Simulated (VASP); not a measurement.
# B (R-3m) in VASP: single point with r2SCAN

Aim: the single point of B with r2SCAN.

All numbers are computed with VASP 6.6.1; they aren't measurements. Logs are shortened: lines on timing, memory, paths and dates and some standing lists are left out, and cuts for length are marked.

## (1) The cell of the first run

Symmetry: R-3m, No. 166, trigonal system. Conventional cell: a = 4.899 Å, b = 4.899 Å, c = 12.514 Å, α = 90.00°, β = 90.00°, γ = 120.00°. B (site symmetry m) has 6 B at 1.67 to 1.80 Å within 2.2 Å. B (site symmetry m) has 7 B at 1.77 to 2.01 Å within 2.4 Å.

## (2) Single point, r2SCAN

POSCAR reads:

```
B
1.0
    2.4493791870      1.4141497330      4.1713729927
   -2.4493791870      1.4141497330      4.1713729927
    0.0000000000     -2.8282994659      4.1713729927
B
12
Direct
    0.0098718181      0.6544091166      0.0098718181
    0.0098718181      0.0098718181      0.6544091166
    0.6544091166      0.0098718181      0.0098718181
    0.3455908834      0.9901281819      0.9901281819
    0.9901281819      0.3455908834      0.9901281819
    0.9901281819      0.9901281819      0.3455908834
    0.2205134869      0.6317412823      0.2205134869
    0.2205134869      0.2205134869      0.6317412823
    0.6317412823      0.2205134869      0.2205134869
    0.3682587177      0.7794865131      0.7794865131
    0.7794865131      0.3682587177      0.7794865131
    0.7794865131      0.7794865131      0.3682587177
```

INCAR.step1 reads:

```
SYSTEM = B
PREC = Accurate ; ENCUT = 550
ISMEAR = 0 ; SIGMA = 0.02
LREAL = .FALSE. ; LASPH = .TRUE.
NELM = 120 ; NBANDS = 30
GGA = PE ; ALGO = Normal
EDIFF = 1E-5 ; LWAVE = .TRUE.
LCHARG = .FALSE. ; GGA_COMPAT = .FALSE.
```

INCAR.step2 reads:

```
SYSTEM = B
PREC = Accurate ; ENCUT = 550
EDIFF = 1E-6 ; ISMEAR = 0
SIGMA = 0.02 ; LREAL = .FALSE.
LASPH = .TRUE. ; NELM = 120
ALGO = Normal ; ISIF = 2
LWAVE = .FALSE. ; LCHARG = .FALSE.
METAGGA = R2SCAN ; LMIXTAU = .TRUE.
NBANDS = 30 ; ISTART = 1
GGA_COMPAT = .FALSE.
```

KPOINTS reads:

```
regular mesh
0
G
  9 9 9
  0 0 0
```

Potentials or basis: VASP PAW PBE potentials, release 64 (B).

Run with:

```sh
> cat potpaw_PBE.64/B/POTCAR > POTCAR
> cp INCAR.step1 INCAR
> mpirun -np 1 vasp_std > vasp.out
> cp INCAR.step2 INCAR
> mpirun -np 1 vasp_std > vasp.out
```

OUTCAR:

```text
SYSTEM = B
   PREC = Accurate
   ENCUT = 550
   EDIFF = 1E-6
   ISMEAR = 0
   LREAL = .FALSE.
   LASPH = .TRUE.
   NELM = 120
   ISIF = 2
   METAGGA = R2SCAN
   ISTART = 1

 ion  position               nearest neighbor table
   1  0.010  0.654  0.010-   5 1.67   3 1.74   2 1.74   7 1.79  12 1.80  10 1.80
   2  0.010  0.010  0.654-   6 1.67   3 1.74   1 1.74   8 1.79  10 1.80  11 1.80
   3  0.654  0.010  0.010-   4 1.67   1 1.74   2 1.74   9 1.79  12 1.80  11 1.80
   4  0.346  0.990  0.990-   3 1.67   5 1.74   6 1.74  10 1.79   8 1.80   7 1.80
   5  0.990  0.346  0.990-   1 1.67   4 1.74   6 1.74  11 1.79   8 1.80   9 1.80
   6  0.990  0.990  0.346-   2 1.67   4 1.74   5 1.74  12 1.79   9 1.80   7 1.80
   7  0.221  0.632  0.221-  10 1.77  12 1.77   1 1.79   6 1.80   4 1.80   9 2.01   8 2.01
   8  0.221  0.221  0.632-  10 1.77  11 1.77   2 1.79   4 1.80   5 1.80   7 2.01   9 2.01
   9  0.632  0.221  0.221-  11 1.77  12 1.77   3 1.79   6 1.80   5 1.80   7 2.01   8 2.01
  10  0.368  0.779  0.779-   7 1.77   8 1.77   4 1.79   2 1.80   1 1.80  11 2.01  12 2.01
  11  0.779  0.368  0.779-   9 1.77   8 1.77   5 1.79   2 1.80   3 1.80  10 2.01  12 2.01
  12  0.779  0.779  0.368-   7 1.77   9 1.77   6 1.79   3 1.80   1 1.80  10 2.01  11 2.01

  LATTYP: Found a trigonal (rhomboedric) cell.
 ALAT       =     5.0398046106
 COS(alpha) =     0.5275948287

  Lattice vectors:

 A1 = (   2.4493791870,   1.4141497330,   4.1713729927)
 A2 = (  -2.4493791870,   1.4141497330,   4.1713729927)
 A3 = (   0.0000000000,  -2.8282994659,   4.1713729927)

Analysis of symmetry for initial positions (statically):
=====================================================================
 Subroutine PRICEL returns:
 Original cell was already a primitive cell.

 Routine SETGRP: Setting up the symmetry group for a
 trigonal (rhombohedral) supercell.

 Subroutine GETGRP returns: Found 12 space group operations
 (whereof 12 operations were pure point group operations)
 out of a pool of 12 trial point group operations.

The static configuration has the point symmetry D_3d.

Analysis of symmetry for dynamics (positions and initial velocities):
=====================================================================
 Subroutine PRICEL returns:
 Original cell was already a primitive cell.

 Routine SETGRP: Setting up the symmetry group for a
 trigonal (rhombohedral) supercell.

 Subroutine GETGRP returns: Found 12 space group operations
 (whereof 12 operations were pure point group operations)
 out of a pool of 12 trial point group operations.

The dynamic configuration has the point symmetry D_3d.

 Subroutine INISYM returns: Found 12 space group operations
 (whereof 12 operations are pure point group operations),
 and found     1 'primitive' translations

----------------------------------------------------------------------------------------

                                     Primitive cell

  volume of cell :      86.6925

  direct lattice vectors                    reciprocal lattice vectors
     2.449379187  1.414149733  4.171372993     0.204133359  0.117856450  0.079909740
    -2.449379187  1.414149733  4.171372993    -0.204133359  0.117856450  0.079909740
     0.000000000 -2.828299466  4.171372993     0.000000000 -0.235712899  0.079909740

  length of vectors
     5.039804611  5.039804611  5.039804611     0.248889810  0.248889810  0.248889810

  position of ions in fractional coordinates (direct lattice)
     0.009871818  0.654409117  0.009871818
     0.009871818  0.009871818  0.654409117
     0.654409117  0.009871818  0.009871818
     0.345590883  0.990128182  0.990128182
     0.990128182  0.345590883  0.990128182
     0.990128182  0.990128182  0.345590883
     0.220513487  0.631741282  0.220513487
     0.220513487  0.220513487  0.631741282
     0.631741282  0.220513487  0.220513487
     0.368258718  0.779486513  0.779486513
     0.779486513  0.368258718  0.779486513
     0.779486513  0.779486513  0.368258718

  ion indices of the primitive-cell ions
   primitive index   ion index
                 1           1
                 2           2
                 3           3
                 4           4
                 5           5
                 6           6
                 7           7
                 8           8
                 9           9
                10          10
                11          11
                12          12

----------------------------------------------------------------------------------------

 KPOINTS: regular mesh

Automatic generation of k-mesh.
 Grid dimensions read from file:
 generate k-points for:    9    9    9

 Generating k-lattice:

  Cartesian coordinates                     Fractional coordinates (reciprocal lattice)
     0.022681484  0.013095161  0.008878860     0.111111111 -0.000000000 -0.000000000
    -0.022681484  0.013095161  0.008878860    -0.000000000  0.111111111 -0.000000000
     0.000000000 -0.026190322  0.008878860    -0.000000000 -0.000000000  0.111111111

  Length of vectors
     0.027654423  0.027654423  0.027654423

  Shift w.r.t. Gamma in fractional coordinates (k-lattice)
     0.000000000  0.000000000  0.000000000

 Subroutine IBZKPT returns following result:
 ===========================================

 Found     85 irreducible k-points:

 Following reciprocal coordinates:
            Coordinates               Weight
  0.000000  0.000000  0.000000      1.000000
  0.111111  0.000000  0.000000      6.000000
  0.222222  0.000000  0.000000      6.000000
  0.333333  0.000000  0.000000      6.000000
  0.444444  0.000000  0.000000      6.000000
  0.111111  0.111111  0.000000      6.000000
[... 16 lines left out ...]
 -0.333333  0.333333  0.000000      6.000000
  0.444444  0.444444  0.000000      6.000000
 [... further k-points ...]
   k-points           NKPTS =     85   k-points in BZ     NKDIM =     85   number of bands    NBANDS=     30
   number of dos      NEDOS =    301   number of ions     NIONS =     12
   total plane-waves  NPLWV =  64000
   dimension x,y,z NGX =    40 NGY =   40 NGZ =   40
   dimension x,y,z NGXF=    80 NGYF=   80 NGZF=   80
   ions per type =              12
   NGX,Y,Z   is equivalent  to a cutoff of  13.19, 13.19, 13.19 a.u.
   NGXF,Y,Z  is equivalent  to a cutoff of  26.39, 26.39, 26.39 a.u.
 SYSTEM =  B
   PREC   = accura    normal or accurate (medium, high low for compatibility)
   ISTART =      1    job   : 0-new  1-cont  2-samecut
   ICHARG =      0    charge: 1-file 2-atom 10-const
   ISPIN  =      1    spin polarized calculation?
   LNONCOLLINEAR =      F non collinear calculations
   LSORBIT =      F    spin-orbit coupling
   LASPH  =      T    aspherical Exc in radial PAW
   ENCUT  =  550.0 eV  40.42 Ry    6.36 a.u.   9.64  9.64  9.64*2*pi/ulx,y,z
   NELM   =    120;   NELMIN=  2; NELMDL=  0     # of ELM steps
   EDIFF  = 0.1E-05   stopping-criterion for ELM
   LREAL  =      F    real-space projection
[... 7 lines left out ...]
   TEBEG  =    0.0;   TEEND  =   0.0 temperature during run
   PSTRESS=    0.0 pullay stress
   NELECT =      36.0000    total number of electrons
   NUPDOWN=      -1.0000    fix difference up-down
   EMIN   =  10.00;   EMAX   =-10.00  energy-range for DOS
   EFERMI =   0.00;   METHOD = LEGACY
   ISMEAR =     0;   SIGMA  =   0.02  broadening in eV -4-tet -1-fermi 0-gaus
   EFERMI_NEDOS =   21; number of points for ismear=-14 and -15
   IALGO  =     38    algorithm
   IMIX   =      4    mixing-type and parameters
     AMIX     =   0.40;   BMIX     =  1.00
     AMIX_MAG =   1.60;   BMIX_MAG =  1.00
  volume/ion in A,a.u.               =       7.22        48.75
  Fermi-wavevector in a.u.,A,eV,Ry     =   1.221373  2.308061 20.296529  1.491753
  Thomas-Fermi vector in A             =   2.356558
   LORBIT       =      0    0 simple, 1 ext, 2 COOP (PROOUT), +10 PAW based schemes
   METAGGA = R2SCAN    functional components
   LHFCALC =     F    Hartree Fock is set to
   AEXX    =    0.0000 exact exchange contribution
   IVDW    =     0    specifies the selected vdW correction
   LEPSILON=     F    determine dielectric tensor
   LRPA    =     F    only Hartree local field effects (RPA)
 non-spin polarized calculation
 Gauss-broadening in eV      SIGMA  =   0.02
  energy-cutoff  :      550.00
  volume of cell :       86.69
 maximum number of plane-waves:      2571
   NGX = 19   NGY = 19   NGZ = 19

 number of electron      36.0000000 magnetization

 Free energy of the ion-electron system (eV)
  ---------------------------------------------------
  ext. energy  EPLUGINS =         0.00000000
  ---------------------------------------------------
  free energy    TOTEN  =       -88.13281159 eV

  energy without entropy =      -88.13281159  energy(sigma->0) =      -88.13281159

 E-fermi :   5.9980     XC(G=0): -12.3058

 val. band max:        5.8932139443   @ k =   0.4444   0.4444   0.4444
 cond. band min:       7.5236662929   @ k =  -0.3333  -0.3333   0.2222
 fundamental gap:      1.6304523486
 Fermi energy:         5.9979618318

 k-point     1 :       0.0000    0.0000    0.0000
  band No.  band energies     occupation
      1     -11.2643      2.00000
      2      -5.2286      2.00000
      3      -4.9687      2.00000
      4      -4.9687      2.00000
      5      -3.6773      2.00000
      6      -3.0619      2.00000
[... 22 lines left out ...]
     29      16.2948      0.00000
     30      16.8444      0.00000

 k-point     2 :       0.1111    0.0000    0.0000
  band No.  band energies     occupation
      1     -11.1903      2.00000
      2      -5.6271      2.00000
      3      -5.2698      2.00000
      4      -5.0941      2.00000
      5      -3.4296      2.00000
      6      -3.0558      2.00000
[... 718 lines left out ...]
 k-point    24 :       0.4444    0.4444    0.0000
  band No.  band energies     occupation
      1     -10.1416      2.00000
      2      -7.9051      2.00000
      3      -6.2614      2.00000
      4      -6.1395      2.00000
      5      -4.7078      2.00000
      6      -3.7058      2.00000
[... 22 lines left out ...]
     29      15.5775      0.00000
     30      15.9591      0.00000

 [... further k-points ...]

------------------------ aborting loop because EDIFF is reached ----------------------------------------

  FORCE on cell =-STRESS in cart. coord.  units (eV):
  Direction    XX          YY          ZZ          XY          YZ          ZX
  --------------------------------------------------------------------------------------
  -------------------------------------------------------------------------------------
  Total        0.1114071      0.1114071      0.0712650      0.0000000      0.0000000      0.0000000
  in kB        2.0589311      2.0589311      1.3170585      0.0000000      0.0000000      0.0000000
  external PRESSURE =       1.8116402 kB  Pullay stress =       0.0000000 kB

 VOLUME and BASIS-vectors are now :
 -----------------------------------------------------------------------------
  energy-cutoff  :      550.00
  volume of cell :       86.69
      direct lattice vectors                 reciprocal lattice vectors
     2.449379187  1.414149733  4.171372993     0.204133359  0.117856450  0.079909740
    -2.449379187  1.414149733  4.171372993    -0.204133359  0.117856450  0.079909740
     0.000000000 -2.828299466  4.171372993     0.000000000 -0.235712899  0.079909740

 POSITION                                       TOTAL-FORCE (eV/Angst)
 -----------------------------------------------------------------------------------
     -1.57872      0.91147      2.81214         0.009802     -0.005659     -0.010719
      0.00000     -1.82294      2.81214         0.000000      0.011319     -0.010719
      1.57872      0.91147      2.81214        -0.009802     -0.005659     -0.010719
     -1.57872     -0.91147      9.70198         0.009802      0.005659      0.010719
      1.57872     -0.91147      9.70198        -0.009802      0.005659      0.010719
      0.00000      1.82294      9.70198         0.000000     -0.011319      0.010719
     -1.00725      0.58154      4.47492         0.014392     -0.008309      0.005759
      0.00000     -1.16308      4.47492         0.000000      0.016619      0.005759
      1.00725      0.58154      4.47492        -0.014392     -0.008309      0.005759
     -1.00725     -0.58154      8.03920         0.014392      0.008309     -0.005759
      1.00725     -0.58154      8.03920        -0.014392      0.008309     -0.005759
      0.00000      1.16308      8.03920         0.000000     -0.016619     -0.005759
 -----------------------------------------------------------------------------------
    total drift:                                0.000000      0.000000     -0.000000

  FREE ENERGIE OF THE ION-ELECTRON SYSTEM (eV)
  ---------------------------------------------------
  free  energy   TOTEN  =       -88.1328115899 eV

  energy  without entropy=      -88.1328115899  energy(sigma->0) =      -88.13281159
```

It took 12 min on 1 thread of AMD EPYC 9R45 (Zen 5), shared host; peak memory 0.31 GiB.

What came out:

| Quantity | Value |
| --- | --- |
| Free energy | -88.1328 eV |
| Pressure | 0.2 GPa |
| Largest force | 0.018 eV/Å |
| Band gap on the k mesh | 1.63 eV (least direct gap 2.04 eV) |

Forces in eV/Å, atoms in the order of the input:
```
B    0.010 -0.006 -0.011
B    0.000  0.011 -0.011
B   -0.010 -0.006 -0.011
B    0.010  0.006  0.011
B   -0.010  0.006  0.011
B    0.000 -0.011  0.011
B    0.014 -0.008  0.006
B    0.000  0.017  0.006
B   -0.014 -0.008  0.006
B    0.014  0.008 -0.006
B   -0.014  0.008 -0.006
B    0.000 -0.017 -0.006
```

Levels at points of the mesh, in eV from the valence-band top:
```
           k point  band 15  band 16  band 17  band 18  band 19  band 20  band 21  band 22
(0.00, 0.00, 0.00)    -1.37    -0.91    -0.91    -0.37     1.69     4.92     4.92     5.13
```

Caveat: the PAW data sets were made with another functional, which shifts forces and pressure a little; an odd mesh through Γ misses points on the zone boundary, where band edges can lie.
